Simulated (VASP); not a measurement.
Here is a VASP 6.6.1 calculation.

File INCAR:

```
SYSTEM = MoS2
PREC = Accurate
ENCUT = 600
EDIFF = 1E-6
ISMEAR = 0
SIGMA = 0.1
LREAL = .FALSE.
LASPH = .TRUE.
NELM = 80
ALGO = Normal
ISIF = 3
LWAVE = .FALSE.
LCHARG = .FALSE.
GGA = PE
IVDW = 12
IBRION = 2
NSW = 90
EDIFFG = -0.05
```

KPOINTS

```
Automatic mesh
0
G
  6 6 6
  0 0 0
```

POSCAR

```
MoS2
1.0
    1.5855000000      0.9153888518      6.1149966667
   -1.5855000000      0.9153888518      6.1149966667
    0.0000000000     -1.8307777036      6.1149966667
Mo S
1 2
Direct
    0.0000000000      0.0000000000      0.0000000000
    0.7500000000      0.7500000000      0.7500000000
    0.2500000000      0.2500000000      0.2500000000
```

Potentials or basis: VASP PAW PBE potentials, release 64 (Mo_sv, S).

Run with:

```sh
$ cat potpaw_PBE.64/Mo_sv/POTCAR potpaw_PBE.64/S/POTCAR > POTCAR
$ mpirun -np 1 vasp_std > vasp.out
```

Task: What does it give for the band gap on the k mesh?

Result: Zero (bands 13 and 14 overlap by 0.48 eV).

Task: Predict the relaxed cell.

Result: a = 6.244 Å, b = 6.244 Å, c = 6.244 Å, α = 29.10°, β = 29.10°, γ = 29.10°.

Forces in eV/Å, atoms in the order of the input:
```
Mo   0.000  0.000  0.000
S    0.000  0.000 -0.011
S    0.000  0.000  0.011
```

Caveat: the k points lie up to 0.39 Å⁻¹ apart in the final cell.
